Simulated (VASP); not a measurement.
A run of VASP 6.6.1 is set up as follows.

The input INCAR:

```
PREC = Accurate
ENCUT = 600
EDIFF = 1E-6
ISMEAR = -1
SIGMA = 0.05
LREAL = False
LASPH = True
NELM = 80
ALGO = Normal
ISIF = 3
LWAVE = False
LCHARG = False
GGA = PS
IBRION = 2
NSW = 80
EDIFFG = -0.005
PSTRESS = 50.0
```

KPOINTS

```
Automatic mesh
0
Gamma
  12 12 12
```

The input POSCAR:

```
Rh
1.0
    0.0000000000      1.8978500000      1.8978500000
    1.8978500000      0.0000000000      1.8978500000
    1.8978500000      1.8978500000      0.0000000000
Rh
1
Direct
    0.0000000000      0.0000000000      0.0000000000
```

Potentials or basis: VASP PAW PBE potentials, release 64 (Rh_pv).

Command:

```console
$ cat potpaw_PBE.64/Rh_pv/POTCAR > POTCAR
$ mpirun -np 1 vasp_std > vasp.out
```

(1) What does it give for the relaxed volume?

(2) Estimate the relaxed cell.

(3) Estimate the space group after relaxing (to 0.05 Å).

Answers

(1) 13.27 Å³/atom.

(2) a = 2.657 Å, b = 2.657 Å, c = 2.657 Å, α = 60.00°, β = 60.00°, γ = 60.00°.

(3) Fm-3m (No. 225).

Caveat: the cell is relaxed towards a set pressure, so the enthalpy falls and the energy may rise; the PAW data sets were made with another functional, which shifts forces and pressure a little.
